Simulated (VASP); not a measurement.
**GaSb: single point with PBEsol**

The system is GaSb.

```xyz
2
Lattice="0.0000 3.0177 3.0177 3.0177 0.0000 3.0177 3.0177 3.0177 0.0000" Properties=species:S:1:pos:R:3 pbc="T T T"
Sb    4.5265    4.5265    4.5265
Ga    0.0000    0.0000    0.0000
```

```
Program                : VASP 6.6.1
Task                   : single point
Functional             : PBEsol
Potentials or basis    : VASP PAW PBE potentials, release 64 (Sb, Ga_d)
Cutoff                 : 520 eV
k mesh                 : 8 × 8 × 8
Occupations            : fermi-dirac, width 0.05 eV
Spin                   : non-collinear spin, zero start, spin-orbit coupling
Starting moments       : [[0.0, 0.0, 0.0], [0.0, 0.0, 0.0]] μB
Dipole correction      : no
Further INCAR settings : ALGO = Normal; EDIFF = 1e-06; NBANDS = 30
```

```json
{
  "Pressure": "2.3 GPa",
  "Net moment": "0.00 μB per cell",
  "Valence electrons inside the program's atomic spheres": "Sb 2.52; Ga 11.68"
}
```

Moments on the atoms (μB; x, y, z):
```
Sb  0.00 0.00 0.00
Ga  0.00 0.00 0.00
```

Run time: 4.2 min on 1 thread of Intel(R) Xeon(R) Platinum 8375C CPU @ 2.90GHz (Ice Lake), on a shared host, peak memory 0.34 GiB.

Caveat: the PAW data sets were made with another functional, which shifts forces and pressure a little.
